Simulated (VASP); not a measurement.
Set up this calculation in VASP 6.6.1, as the native input.

```
Task                    : density of states
Functional              : PBE
Potentials or basis     : VASP PAW PBE potentials, release 64 (V_sv, Si)
Cutoff                  : 520 eV
k mesh                  : 11 × 11 × 11
Occupations             : fermi-dirac, width 0.05 eV
Spin                    : collinear spin, ferromagnetic start
Starting moments        : [1.5, 0.0] μB
Dipole correction       : no
k mesh for the DOS      : 17 × 17 × 17
Occupations for the DOS : tetrahedron
Further INCAR settings  : ALGO = Normal; EDIFF = 1e-07
```

The system is VSi (zincblende type).

```
V Si
1.0
     0.00000    2.76457    2.76457
     2.76457    0.00000    2.76457
     2.76457    2.76457    0.00000
V Si
1 1
Direct
  0.00000 0.00000 0.00000
  0.25000 0.25000 0.25000
```

These files were run (other wordings do the same):

POSCAR

```
VSi
1.0
    0.0000000000      2.7645669837      2.7645669837
    2.7645669837      0.0000000000      2.7645669837
    2.7645669837      2.7645669837      0.0000000000
V Si
1 1
Direct
    0.0000000000      0.0000000000      0.0000000000
    0.2500000000      0.2500000000      0.2500000000
```

INCAR.step1

```
PREC = Accurate
ENCUT = 520
EDIFF = 1E-7
ISMEAR = -1
SIGMA = 0.05
LREAL = F
LASPH = T
NELM = 150
ALGO = Normal
ISIF = 2
LWAVE = F
LCHARG = T
ISPIN = 2
MAGMOM = 1.5 0
LMAXMIX = 4
GGA = PE
NBANDS = 20
```

KPOINTS.step1

```
Automatic mesh
0
Gamma
  11 11 11
```

INCAR.step2

```
PREC = Accurate
ENCUT = 520
EDIFF = 1E-7
ISMEAR = -5
SIGMA = 0.05
LREAL = F
LASPH = T
NELM = 150
ALGO = Normal
ISIF = 2
LWAVE = F
LCHARG = F
ISPIN = 2
MAGMOM = 1.5 0
LORBIT = 11
LMAXMIX = 4
GGA = PE
NEDOS = 1001
ICHARG = 11
```

KPOINTS.step2

```
Automatic mesh
0
Gamma
  17 17 17
```

Potentials or basis: VASP PAW PBE potentials, release 64 (V_sv, Si).

Run with:

```bash
$ cat potpaw_PBE.64/V_sv/POTCAR potpaw_PBE.64/Si/POTCAR > POTCAR
$ cp INCAR.step1 INCAR
$ cp KPOINTS.step1 KPOINTS
$ mpirun -np 1 vasp_std > vasp.out
$ cp INCAR.step2 INCAR
$ cp KPOINTS.step2 KPOINTS
$ mpirun -np 1 vasp_std > vasp.out
```

It gave:

* Net moment: 0.55 μB per cell
* Site moments: V +0.55; Si -0.04 μB
* Valence electrons inside the program's atomic spheres: V 11.47; Si 1.77

Run time: 3.3 min on 1 thread of Intel(R) Xeon(R) Platinum 8259CL CPU @ 2.50GHz (Skylake/Cascade Lake) (shared host), peak memory 0.29 GiB.
